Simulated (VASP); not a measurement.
## AlN: elastic constants with PBEsol

Crystal: AlN.

```
CELL_PARAMETERS angstrom
0.00000 2.18868 2.18868
2.18868 0.00000 2.18868
2.18868 2.18868 0.00000
ATOMIC_POSITIONS crystal
Al 0.00000 0.00000 0.00000
N 0.25000 0.25000 0.25000
```

- Program: VASP 6.6.1
- Task: elastic constants
- Functional: PBEsol
- Potentials or basis: VASP PAW PBE potentials, release 64 (Al, N)
- Cutoff: 600 eV
- k mesh: 8 × 8 × 8
- Occupations: gaussian, width 0.01 eV
- Spin: no spin polarisation
- Dipole correction: no
- Ions in elastic constants: relaxed
- Further INCAR settings: ALGO = Normal; EDIFF = 1e-08; NBANDS = 11; IBRION = 6; POTIM = 0.015; NSW = 1; ISIF = 3

```json
{"Elastic constants C11, C12, C44": "287, 159, 180 GPa", "Voigt bulk modulus": "201 GPa", "Highest phonon frequency at Γ, LO-TO splitting left out": "652 cm⁻¹"}
```

Phonon frequencies in cm⁻¹ (negative: imaginary):
```tsv
q point	frequencies
(0.000, 0.000, 0.000)	0 0 0 652 652 652
```

Elastic tensor in Voigt notation (GPa, in the Cartesian axes of the cell as first typed):
```
287 159 159   0   0   0
159 287 159   0   0   0
159 159 287   0   0   0
  0   0   0 180   0   0
  0   0   0   0 180   0
  0   0   0   0   0 180
```

Clamped-ion elastic tensor (GPa):
```
287 159 159   0   0   0
159 287 159   0   0   0
159 159 287   0   0   0
  0   0   0 223   0   0
  0   0   0   0 223   0
  0   0   0   0   0 223
```

It took 6.1 min on 1 thread of AMD EPYC 7R43 64-Core Processor (Zen 3), on a shared host, peak memory 0.18 GiB.

Caveat: the PAW data sets were made with another functional, which shifts forces and pressure a little.
